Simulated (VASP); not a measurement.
**P: single point with RPBE**

The system is P.

```xyz
1
Lattice="0.0000 2.0222 2.0222 2.0222 0.0000 2.0222 2.0222 2.0222 0.0000" Properties=species:S:1:pos:R:3 pbc="T T T"
P     0.0000    0.0000    0.0000
```

This cell differs from its parent crystal: volume scaled by 1.12.

```json
{
  "Program": "VASP 6.6.1",
  "Task": "single point",
  "Functional": "RPBE",
  "Potentials or basis": "VASP PAW PBE potentials, release 64 (P)",
  "Cutoff": "520 eV",
  "k mesh": "16 × 16 × 16",
  "Occupations": "fermi-dirac, width 0.1 eV",
  "Spin": "no spin polarisation",
  "Dipole correction": "no",
  "Further INCAR settings": "ALGO = Normal; EDIFF = 1e-06; NBANDS = 8"
}
```

```json
{"Pressure": "-8.3 GPa"}
```

Levels at points of the mesh, in eV from the Fermi level:
| k point | band 1 | band 2 | band 3 | band 4 | band 5 | band 6 | band 7 |
| --- | --- | --- | --- | --- | --- | --- | --- |
| (0.00, 0.00, 0.00) | -15.05 | 5.74 | 5.74 | 5.74 | 11.13 | 11.13 | 11.13 |
| (0.50, 0.00, 0.00) | -10.07 | -7.01 | 4.08 | 4.08 | 9.79 | 10.30 | 10.30 |
| (0.50, 0.50, 0.00) | -7.88 | -5.85 | 0.60 | 0.60 | 4.76 | 4.95 | 21.40 |

It took 4.9 s on 1 thread of Intel(R) Xeon(R) 6975P-C (Granite Rapids) (shared host), peak memory 0.13 GiB.

Caveat: the PAW data sets were made with another functional, which shifts forces and pressure a little.
